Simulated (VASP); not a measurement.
# WC (Fm-3m) in VASP: further runs, part 3 of 3

VASP 6.6.1. The steps go on from the part before.

### Step 6. Single point, PBEsol

This run uses another cell than the first one, of 10.75 Å³/atom, 1.085 times its volume.

The input, INCAR:

```
PREC = Accurate ; ENCUT = 520
EDIFF = 1E-7 ; ISMEAR = -1
SIGMA = 0.15 ; LREAL = F
LASPH = T ; NELM = 60
ALGO = Normal ; ISIF = 2
LWAVE = F ; LCHARG = F
GGA = PS ; NBANDS = 16
```

The input, KPOINTS:

```
regular mesh
0
Gamma
  11 11 11
```

The input, POSCAR:

```
WC
1.0
    0.0000000000      2.2072014828      2.2072014828
    2.2072014828      0.0000000000      2.2072014828
    2.2072014828      2.2072014828      0.0000000000
W C
1 1
Direct
    0.0000000000      0.0000000000      0.0000000000
    0.5000000000      0.5000000000      0.5000000000
```

Potentials or basis: VASP PAW PBE potentials, release 64 (W_sv, C).

The run is started by

```bash
$ cat potpaw_PBE.64/W_sv/POTCAR potpaw_PBE.64/C/POTCAR > POTCAR
$ mpirun -np 1 vasp_std > vasp.out
```

OUTCAR:

```text
PREC = Accurate
   ENCUT = 520
   EDIFF = 1E-7
   ISMEAR = -1
   LREAL = F
   LASPH = T
   NELM = 60
   ISIF = 2
   GGA = PS

 ion  position               nearest neighbor table
   1  0.000  0.000  0.000-   2 2.21   2 2.21   2 2.21   2 2.21   2 2.21   2 2.21
   2  0.500  0.500  0.500-   1 2.21   1 2.21   1 2.21   1 2.21   1 2.21   1 2.21

  LATTYP: Found a face centered cubic cell.
 ALAT       =     4.4144029656

  Lattice vectors:

 A1 = (   0.0000000000,   2.2072014828,   2.2072014828)
[... 190 lines left out ...]
      6       9.2647      2.00000
[... 433 lines left out ...]
      3     -27.5526      2.00000
      4     -27.4562      2.00000
      5      -1.5618      2.00000
      6       5.2098      2.00000
[... 8 lines left out ...]
     15      24.5516      0.00000
     16      25.3649      0.00000

 [... further k-points ...]
[... 5 lines left out ...]
  --------------------------------------------------------------------------------------
  -------------------------------------------------------------------------------------
  Total       -2.0471363     -2.0471363     -2.0471363     -0.0000000      0.0000000      0.0000000
  in kB     -152.5110866   -152.5110866   -152.5110866     -0.0000000      0.0000000      0.0000000
  external PRESSURE =    -152.5110866 kB  Pullay stress =       0.0000000 kB

 VOLUME and BASIS-vectors are now :
 -----------------------------------------------------------------------------
  energy-cutoff  :      520.00
  volume of cell :       21.51
      direct lattice vectors                 reciprocal lattice vectors
     0.000000000  2.207201483  2.207201483    -0.226531200  0.226531200  0.226531200
     2.207201483  0.000000000  2.207201483     0.226531200 -0.226531200  0.226531200
     2.207201483  2.207201483  0.000000000     0.226531200  0.226531200 -0.226531200

 POSITION                                       TOTAL-FORCE (eV/Angst)
 -----------------------------------------------------------------------------------
      0.00000      0.00000      0.00000         0.000000      0.000000     -0.000000
      2.20720      2.20720      2.20720         0.000000      0.000000      0.000000
 -----------------------------------------------------------------------------------
    total drift:                                0.000000     -0.000000     -0.000000

  FREE ENERGIE OF THE ION-ELECTRON SYSTEM (eV)
  ---------------------------------------------------
  free  energy   TOTEN  =       -22.9842879156 eV

  energy  without entropy=      -22.8994443777  energy(sigma->0) =      -22.94186615
```

OSZICAR:

```text
N       E                     dE             d eps       ncg     rms          rms(c)
DAV:   1     0.108694139257E+03    0.10869E+03   -0.93290E+03  1792   0.125E+03
DAV:   2    -0.228873882040E+02   -0.13158E+03   -0.12691E+03  2224   0.336E+02
DAV:   3    -0.262520740358E+02   -0.33647E+01   -0.33519E+01  1928   0.501E+01
DAV:   4    -0.262692134617E+02   -0.17139E-01   -0.17138E-01  2328   0.413E+00
DAV:   5    -0.262693426358E+02   -0.12917E-03   -0.12917E-03  1944   0.335E-01    0.299E+01
DAV:   6    -0.231162071350E+02    0.31531E+01   -0.81093E+00  2200   0.267E+01    0.770E+00
DAV:   7    -0.230188108984E+02    0.97396E-01   -0.46888E-01  1824   0.544E+00    0.614E+00
DAV:   8    -0.229860092590E+02    0.32802E-01   -0.90617E-02  2040   0.246E+00    0.118E+00
DAV:   9    -0.229844292626E+02    0.15800E-02   -0.33178E-03  1896   0.543E-01    0.117E-01
DAV:  10    -0.229842864159E+02    0.14285E-03   -0.40357E-04  2192   0.224E-01    0.330E-02
DAV:  11    -0.229842882352E+02   -0.18193E-05   -0.10769E-05  1984   0.327E-02    0.118E-02
DAV:  12    -0.229842879009E+02    0.33427E-06   -0.38389E-07  2160   0.642E-03    0.490E-03
DAV:  13    -0.229842879156E+02   -0.14686E-07   -0.68104E-08  1200   0.232E-03
   1 F= -.22984288E+02 E0= -.22941866E+02  d E =-.848435E-01
```

stdout:

```text
POSCAR found type information on POSCAR W C
 POSCAR found :  2 types and       2 ions
 scaLAPACK will be used
 -----------------------------------------------------------------------------
|                                                                             |
|                                                                             |
|     You enforced a specific xc type in the INCAR file but a different       |
|     I HOPE YOU KNOW WHAT YOU ARE DOING!                                     |
|                                                                             |
 -----------------------------------------------------------------------------

 LDA part: xc-table for (Slater+PW92), standard interpolation
 POSCAR, INCAR and KPOINTS ok, starting setup
 FFT: planning ... GRIDC
 FFT: planning ... GRID_SOFT
 FFT: planning ... GRID
 WAVECAR not read
 entering main loop
```

Wall time 14 s (1 thread of Intel Xeon Platinum 8559C (Emerald Rapids), shared host); peak memory 0.15 GiB.

What came out:

```yaml
Free_energy: -22.9843 eV
Pressure: -15.3 GPa
Band_gap_on_the_k_mesh: zero (band 9 reaches 12.85 eV, above the bottom of band 10 at 9.87 eV)
```

Caveat: the PAW data sets were made with another functional, which shifts forces and pressure a little; spin-orbit coupling is left out, which moves the levels of the heavy elements.

### Step 7. Summary

```tsv
cell	gap on the mesh (eV)	pressure (GPa)
a = 3.038 Å, angles 60.0°, 2 atoms	none	16.2
a = 3.059 Å, angles 60.0°, 2 atoms	none	7.0
a = 3.080 Å, angles 60.0°, 2 atoms	none	-1.2
a = 3.101 Å, angles 60.0°, 2 atoms	none	-8.6
a = 3.121 Å, angles 60.0°, 2 atoms	none	-15.3
```

Alike in all rows: task single point; level PBEsol; potentials or basis VASP PAW PBE potentials, release 64 (W_sv, C); no spin polarisation; k mesh 11 × 11 × 11; cutoff (eV) 520; smearing fermi-dirac 0.15 eV.

Caveats: the PAW data sets were made with another functional, which shifts forces and pressure a little; spin-orbit coupling is left out, which moves the levels of the heavy elements.

Total energies depend on the potentials used, so only differences within one code and one set of settings carry meaning.
